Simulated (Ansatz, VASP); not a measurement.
Two plane-wave programs on KF

```xyz
2
Lattice="0.0283 2.6505 2.6505 2.6505 0.0283 2.6505 2.6505 2.6505 0.0283" Properties=species:S:1:pos:R:3 pbc="T T T"
K     0.0000    0.0000    0.0000
F     2.6646    2.6646    2.6646
```

Alike in both runs: task single point; functional PBE; k mesh 8 × 8 × 8; occupations gaussian, width 0.05 eV; no spin polarisation.

|  | VASP | Ansatz |
| --- | --- | --- |
| version | VASP 6.6.1 | Ansatz 0.2.0 |
| potentials or method | VASP PAW PBE potentials, release 64 (K_sv, F), cutoff 520 eV | scalar-relativistic, plane waves, PAW |
| valence electrons in the cell | 16 | 16 |

|  | VASP | Ansatz | Ansatz less VASP |
| --- | --- | --- | --- |
| gap on the k mesh at the Fermi level (eV) | 6.38 | 6.39 | +0.017 |
| least direct gap on the mesh (eV) | 6.38 | 6.39 | +0.017 |
| pressure (GPa) | 3.0 | 2.9 | -0.08 |
| traceless stress, the component that is largest in VASP (GPa) | -0.14 | -0.14 | -0.002 |
